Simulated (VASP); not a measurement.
# WC in VASP: a series of runs

Runs on WC. Level: LDA. Tasks: single point.

Program: VASP 6.6.1. These are calculated values, not measurements. Logs are shortened: lines on timing, memory, paths and dates and some standing lists are left out, and cuts for length are marked.

### 1 The cell of the first run

The typed cell holds 2 atoms: a = 3.101 Å, b = 3.101 Å, c = 3.101 Å, α = 60.00°, β = 60.00°, γ = 60.00°.

### 2 Single point, LDA

INCAR reads:

```
ALGO = Normal ; EDIFF = 1E-7
ENCUT = 520 ; GGA = CA
ISIF = 2 ; ISMEAR = -1
LASPH = T ; LCHARG = F
LREAL = F ; LWAVE = F
NBANDS = 16 ; NELM = 100
PREC = Accurate ; SIGMA = 0.05
```

KPOINTS reads:

```
k-points
0
Gamma
  8 8 8
```

POSCAR reads:

```
WC
1.0
    0.0000000000      2.1926840000      2.1926840000
    2.1926840000      0.0000000000      2.1926840000
    2.1926840000      2.1926840000      0.0000000000
W C
1 1
Direct
    0.0101017029      0.0169568495      0.0038932222
    0.5127291871      0.5161787072      0.5041040309
```

Potentials or basis: VASP PAW LDA potentials, release 64 (W_sv, C).

Started as:

```
> cat potpaw_LDA.64/W_sv/POTCAR potpaw_LDA.64/C/POTCAR > POTCAR
> mpirun -np 1 vasp_std > vasp.out
```

OUTCAR:

```text
EDIFF = 1E-7
   ENCUT = 520
   GGA = CA
   ISIF = 2
   ISMEAR = -1
   LASPH = T
   LREAL = F
   NELM = 100
   PREC = Accurate

 ion  position               nearest neighbor table
   1  0.010  0.017  0.004-   2 2.19   2 2.19   2 2.19   2 2.19   2 2.20   2 2.20
   2  0.513  0.516  0.504-   1 2.19   1 2.19   1 2.19   1 2.19   1 2.20   1 2.20

  LATTYP: Found a face centered cubic cell.
 ALAT       =     4.3853680000

  Lattice vectors:

 A1 = (   0.0000000000,   2.1926840000,   2.1926840000)
 A2 = (   2.1926840000,   0.0000000000,   2.1926840000)
 A3 = (   2.1926840000,   2.1926840000,   0.0000000000)

Analysis of symmetry for initial positions (statically):
[... 5 lines left out ...]
 face centered cubic supercell.

 Subroutine GETGRP returns: Found  1 space group operations
 (whereof  1 operations were pure point group operations)
 out of a pool of 48 trial point group operations.

The static configuration has the point symmetry C_1 .

Analysis of symmetry for dynamics (positions and initial velocities):
[... 5 lines left out ...]
 face centered cubic supercell.

 Subroutine GETGRP returns: Found  1 space group operations
 (whereof  1 operations were pure point group operations)
 out of a pool of 48 trial point group operations.

The dynamic configuration has the point symmetry C_1 .

 Subroutine INISYM returns: Found  1 space group operations
 (whereof  1 operations are pure point group operations),
 and found     1 'primitive' translations

----------------------------------------------------------------------------------------

                                     Primitive cell

  volume of cell :      21.0842

  direct lattice vectors                    reciprocal lattice vectors
     0.000000000  2.192684000  2.192684000    -0.228031034  0.228031034  0.228031034
     2.192684000  0.000000000  2.192684000     0.228031034 -0.228031034  0.228031034
     2.192684000  2.192684000  0.000000000     0.228031034  0.228031034 -0.228031034

  length of vectors
     3.100923451  3.100923451  3.100923451     0.394961337  0.394961337  0.394961337

  position of ions in fractional coordinates (direct lattice)
     0.010101703  0.016956849  0.003893222
     0.512729187  0.516178707  0.504104031

  ion indices of the primitive-cell ions
   primitive index   ion index
                 1           1
                 2           2

----------------------------------------------------------------------------------------

 KPOINTS: k-points

Automatic generation of k-mesh.
 Grid dimensions read from file:
 generate k-points for:    8    8    8

 Generating k-lattice:

  Cartesian coordinates                     Fractional coordinates (reciprocal lattice)
    -0.028503879  0.028503879  0.028503879     0.125000000  0.000000000  0.000000000
     0.028503879 -0.028503879  0.028503879     0.000000000  0.125000000  0.000000000
     0.028503879  0.028503879 -0.028503879     0.000000000  0.000000000  0.125000000

  Length of vectors
     0.049370167  0.049370167  0.049370167

  Shift w.r.t. Gamma in fractional coordinates (k-lattice)
     0.000000000  0.000000000  0.000000000

 Subroutine IBZKPT returns following result:
 ===========================================

 Found    260 irreducible k-points:

 Following reciprocal coordinates:
            Coordinates               Weight
  0.000000  0.000000  0.000000      1.000000
  0.125000  0.000000  0.000000      2.000000
  0.000000  0.125000  0.000000      2.000000
  0.000000  0.000000  0.125000      2.000000
  0.125000  0.125000  0.125000      2.000000
  0.250000  0.000000  0.000000      2.000000
[... 16 lines left out ...]
  0.125000  0.000000  0.250000      2.000000
  0.125000  0.125000 -0.125000      2.000000
 [... further k-points ...]
   k-points           NKPTS =    260   k-points in BZ     NKDIM =    260   number of bands    NBANDS=     16
   number of dos      NEDOS =    301   number of ions     NIONS =      2
   total plane-waves  NPLWV =  13824
   dimension x,y,z NGX =    24 NGY =   24 NGZ =   24
   dimension x,y,z NGXF=    48 NGYF=   48 NGZF=   48
   ions per type =               1   1
   NGX,Y,Z   is equivalent  to a cutoff of  12.87, 12.87, 12.87 a.u.
   NGXF,Y,Z  is equivalent  to a cutoff of  25.73, 25.73, 25.73 a.u.
 SYSTEM =  unknown system
   PREC   = accura    normal or accurate (medium, high low for compatibility)
   ISTART =      0    job   : 0-new  1-cont  2-samecut
   ICHARG =      2    charge: 1-file 2-atom 10-const
   ISPIN  =      1    spin polarized calculation?
   LNONCOLLINEAR =      F non collinear calculations
   LSORBIT =      F    spin-orbit coupling
   LASPH  =      T    aspherical Exc in radial PAW
   ENCUT  =  520.0 eV  38.22 Ry    6.18 a.u.   5.77  5.77  5.77*2*pi/ulx,y,z
   NELM   =    100;   NELMIN=  2; NELMDL= -5     # of ELM steps
   EDIFF  = 0.1E-06   stopping-criterion for ELM
   LREAL  =      F    real-space projection
   EDIFFG = 0.1E-05   stopping-criterion for IOM
   NSW    =      0    number of steps for IOM
   IBRION =     -1    ionic relax: 0-MD 1-quasi-New 2-CG
   NFREE  =      0    steps in history (QN), initial steepest desc. (CG)
   ISIF   =      2    stress and relaxation
   ISYM   =      2    0-nonsym 1-usesym 2-fastsym
   POTIM  = 0.5000    time-step for ionic-motion
   TEBEG  =    0.0;   TEEND  =   0.0 temperature during run
   PSTRESS=    0.0 pullay stress
   NELECT =      18.0000    total number of electrons
   NUPDOWN=      -1.0000    fix difference up-down
   EMIN   =  10.00;   EMAX   =-10.00  energy-range for DOS
   EFERMI =   0.00;   METHOD = LEGACY
   ISMEAR =    -1;   SIGMA  =   0.05  broadening in eV -4-tet -1-fermi 0-gaus
   EFERMI_NEDOS =   21; number of points for ismear=-14 and -15
   IALGO  =     38    algorithm
   IMIX   =      4    mixing-type and parameters
     AMIX     =   0.40;   BMIX     =  1.00
     AMIX_MAG =   1.60;   BMIX_MAG =  1.00
  volume/ion in A,a.u.               =      10.54        71.14
  Fermi-wavevector in a.u.,A,eV,Ry     =   1.553029  2.934800 32.815887  2.411900
  Thomas-Fermi vector in A             =   2.657319
   LORBIT       =      0    0 simple, 1 ext, 2 COOP (PROOUT), +10 PAW based schemes
   GGA     = CA    functional components
   LHFCALC =     F    Hartree Fock is set to
   AEXX    =    0.0000 exact exchange contribution
   IVDW    =     0    specifies the selected vdW correction
   LEPSILON=     F    determine dielectric tensor
   LRPA    =     F    only Hartree local field effects (RPA)
 non-spin polarized calculation
  energy-cutoff  :      520.00
  volume of cell :       21.08
 maximum number of plane-waves:       588
   NGX = 11   NGY = 11   NGZ = 11

 number of electron      18.0000000 magnetization

 Free energy of the ion-electron system (eV)
  ---------------------------------------------------
  ext. energy  EPLUGINS =         0.00000000
  ---------------------------------------------------
  free energy    TOTEN  =       -23.76507622 eV

  energy without entropy =      -23.75120936  energy(sigma->0) =      -23.75814279

 E-fermi :  12.4034     XC(G=0): -13.8948

 val. band max:       12.3495974053   @ k =   0.2500   0.0000   0.0000
 cond. band min:      12.4372141910   @ k =   0.3750  -0.3750   0.2500
 fundamental gap:      0.0876167857
 Fermi energy:        12.4034185542

 k-point     1 :       0.0000    0.0000    0.0000
  band No.  band energies     occupation
      1     -62.6747      2.00000
      2     -26.9266      2.00000
      3     -26.9266      2.00000
      4     -26.9266      2.00000
      5      -3.3310      2.00000
      6       9.5229      2.00000
[... 8 lines left out ...]
     15      22.0160      0.00000
     16      35.6441      0.00000

 k-point     2 :       0.1250    0.0000    0.0000
  band No.  band energies     occupation
      1     -62.6691      2.00000
      2     -27.0176      2.00000
      3     -26.9365      2.00000
      4     -26.9364      2.00000
      5      -2.8958      2.00000
      6       8.2573      2.00000
[... 8 lines left out ...]
     15      22.9885      0.00000
     16      32.1162      0.00000

 k-point     3 :       0.0000    0.1250    0.0000
  band No.  band energies     occupation
      1     -62.6691      2.00000
      2     -27.0176      2.00000
      3     -26.9365      2.00000
      4     -26.9364      2.00000
      5      -2.8958      2.00000
      6       8.2562      2.00000
[... 8 lines left out ...]
     15      22.9885      0.00000
     16      32.1164      0.00000

 k-point     4 :       0.0000    0.0000    0.1250
  band No.  band energies     occupation
      1     -62.6691      2.00000
      2     -27.0176      2.00000
      3     -26.9365      2.00000
      4     -26.9364      2.00000
      5      -2.8958      2.00000
      6       8.2561      2.00000
[... 8 lines left out ...]
     15      22.9885      0.00000
     16      32.1164      0.00000

 k-point     5 :       0.1250    0.1250    0.1250
  band No.  band energies     occupation
      1     -62.6691      2.00000
      2     -27.0176      2.00000
      3     -26.9365      2.00000
      4     -26.9364      2.00000
      5      -2.8958      2.00000
      6       8.2568      2.00000
[... 8 lines left out ...]
     15      22.9885      0.00000
     16      32.1163      0.00000

 k-point     6 :       0.2500    0.0000    0.0000
  band No.  band energies     occupation
      1     -62.6557      2.00000
      2     -27.2318      2.00000
      3     -26.9600      2.00000
      4     -26.9600      2.00000
      5      -1.7062      2.00000
      6       6.1410      2.00000
[... 8 lines left out ...]
     15      24.5522      0.00000
     16      29.4011      0.00000
[... 267 lines left out ...]
 k-point    21 :       0.2500    0.1250    0.0000
  band No.  band energies     occupation
      1     -62.6565      2.00000
      2     -27.1699      2.00000
      3     -26.9899      2.00000
      4     -26.9779      2.00000
      5      -1.8968      2.00000
      6       6.0431      2.00000
[... 8 lines left out ...]
     15      24.8633      0.00000
     16      28.3351      0.00000

 k-point    22 :       0.0000    0.2500    0.1250
  band No.  band energies     occupation
      1     -62.6565      2.00000
      2     -27.1699      2.00000
      3     -26.9899      2.00000
      4     -26.9779      2.00000
      5      -1.8968      2.00000
      6       6.0431      2.00000
[... 8 lines left out ...]
     15      24.8634      0.00000
     16      28.3348      0.00000

 k-point    23 :       0.1250    0.0000    0.2500
  band No.  band energies     occupation
      1     -62.6565      2.00000
      2     -27.1699      2.00000
      3     -26.9899      2.00000
      4     -26.9779      2.00000
      5      -1.8968      2.00000
      6       6.0430      2.00000
[... 8 lines left out ...]
     15      24.8634      0.00000
     16      28.3354      0.00000

 k-point    24 :       0.1250    0.1250   -0.1250
  band No.  band energies     occupation
      1     -62.6565      2.00000
      2     -27.1699      2.00000
      3     -26.9899      2.00000
      4     -26.9779      2.00000
      5      -1.8968      2.00000
      6       6.0431      2.00000
[... 8 lines left out ...]
     15      24.8635      0.00000
     16      28.3352      0.00000

 [... further k-points ...]
[... 5 lines left out ...]
  --------------------------------------------------------------------------------------
  -------------------------------------------------------------------------------------
  Total       -1.7851751     -1.7827355     -1.7841837      0.0000380     -0.0001491      0.0000252
  in kB     -135.6542033   -135.4688198   -135.5788684      0.0028871     -0.0113275      0.0019153
  external PRESSURE =    -135.5672972 kB  Pullay stress =       0.0000000 kB

 VOLUME and BASIS-vectors are now :
 -----------------------------------------------------------------------------
  energy-cutoff  :      520.00
  volume of cell :       21.08
      direct lattice vectors                 reciprocal lattice vectors
     0.000000000  2.192684000  2.192684000    -0.228031034  0.228031034  0.228031034
     2.192684000  0.000000000  2.192684000     0.228031034 -0.228031034  0.228031034
     2.192684000  2.192684000  0.000000000     0.228031034  0.228031034 -0.228031034

 POSITION                                       TOTAL-FORCE (eV/Angst)
 -----------------------------------------------------------------------------------
      0.04572      0.03069      0.05933        -0.007524      0.037649      0.024528
      2.23716      2.22959      2.25607         0.007524     -0.037649     -0.024528
 -----------------------------------------------------------------------------------
    total drift:                                0.000001     -0.000030      0.000070

  FREE ENERGIE OF THE ION-ELECTRON SYSTEM (eV)
  ---------------------------------------------------
  free  energy   TOTEN  =       -23.7650762190 eV

  energy  without entropy=      -23.7512093591  energy(sigma->0) =      -23.75814279
```

Run time: 22 s. Hardware: 1 thread of Intel Xeon 6975P-C (Granite Rapids), shared host; peak memory 0.19 GiB.

Results:

```yaml
Free_energy: -23.7651 eV
Pressure: -13.6 GPa
Largest_force: 0.046 eV/Å
Band_gap_on_the_k_mesh: zero (band 9 reaches 13.30 eV, above the bottom of band 10 at 10.21 eV)
```

Forces on the atoms (eV/Å):
```
W   -0.008  0.038  0.025
C    0.008 -0.038 -0.025
```

Levels at points of the mesh, in eV from the Fermi level:
| k point | band 7 | band 8 | band 9 | band 10 | band 11 | band 12 |
| --- | --- | --- | --- | --- | --- | --- |
| (0.00, 0.00, 0.00) | -2.88 | -2.88 | -1.20 | -1.16 | -1.14 | -1.08 |
| (0.50, 0.00, 0.00) | -6.68 | -6.68 | 0.90 | 0.90 | 2.19 | 4.91 |
| (0.00, 0.50, 0.00) | -6.68 | -6.68 | 0.90 | 0.90 | 2.19 | 4.91 |
| (0.00, 0.00, 0.50) | -6.68 | -6.68 | 0.90 | 0.90 | 2.19 | 4.91 |
| (0.50, 0.50, 0.50) | -6.68 | -6.68 | 0.90 | 0.90 | 2.19 | 4.91 |
| (0.50, 0.50, 0.00) | -5.60 | -2.55 | -2.55 | 0.71 | 2.12 | 2.12 |
| (0.00, 0.50, 0.50) | -5.60 | -2.56 | -2.55 | 0.71 | 2.12 | 2.12 |
| (0.50, 0.00, 0.50) | -5.60 | -2.55 | -2.55 | 0.71 | 2.12 | 2.12 |

Caveat: spin-orbit coupling is left out, which moves the levels of the heavy elements.

### 3 Single point, LDA

INCAR reads:

```
PREC = Accurate
ENCUT = 520
EDIFF = 1E-6
ISMEAR = -1
SIGMA = 0.05
LREAL = F
LASPH = T
NELM = 100
ALGO = Normal
ISIF = 2
LWAVE = F
LCHARG = F
NBANDS = 16
```

KPOINTS reads:

```
Automatic mesh
0
Gamma
  8 8 8
```

POSCAR reads:

```
WC
1.0
    0.0000000000      2.1926840000      2.1926840000
    2.1926840000      0.0000000000      2.1926840000
    2.1926840000      2.1926840000      0.0000000000
W C
1 1
Direct
    0.0114217120      0.0166521487      0.0037225657
    0.5114093176      0.5164833627      0.5042746727
```

Potentials or basis: VASP PAW LDA potentials, release 64 (W_sv, C).

Started as:

```
> cat potpaw_LDA.64/W_sv/POTCAR potpaw_LDA.64/C/POTCAR > POTCAR
> mpirun -np 1 vasp_std > vasp.out
```

It took 20 s on 1 thread of Intel Xeon 6975P-C (Granite Rapids), shared host; peak memory 0.19 GiB.

The run converged. Its results:

```
Free energy            : -23.7652 eV
Pressure               : -13.6 GPa
Largest force          : 0.009 eV/Å
Band gap on the k mesh : zero (band 9 reaches 13.30 eV, above the bottom of band 10 at 10.21 eV)
```

Forces on the atoms (eV/Å):
```
W    0.005  0.007 -0.002
C   -0.005 -0.007  0.002
```

Levels at points of the mesh, in eV from the Fermi level:
| k point | band 7 | band 8 | band 9 | band 10 | band 11 | band 12 |
| --- | --- | --- | --- | --- | --- | --- |
| (0.00, 0.00, 0.00) | -2.88 | -2.88 | -1.15 | -1.15 | -1.15 | -1.10 |
| (0.50, 0.00, 0.00) | -6.68 | -6.68 | 0.90 | 0.90 | 2.19 | 4.91 |
| (0.00, 0.50, 0.00) | -6.68 | -6.68 | 0.90 | 0.90 | 2.19 | 4.91 |
| (0.00, 0.00, 0.50) | -6.68 | -6.68 | 0.90 | 0.90 | 2.19 | 4.91 |
| (0.50, 0.50, 0.50) | -6.68 | -6.68 | 0.90 | 0.90 | 2.19 | 4.91 |
| (0.50, 0.50, 0.00) | -5.60 | -2.55 | -2.55 | 0.71 | 2.12 | 2.12 |
| (0.00, 0.50, 0.50) | -5.60 | -2.55 | -2.55 | 0.71 | 2.12 | 2.12 |
| (0.50, 0.00, 0.50) | -5.60 | -2.55 | -2.55 | 0.71 | 2.12 | 2.12 |

Caveat: spin-orbit coupling is left out, which moves the levels of the heavy elements.
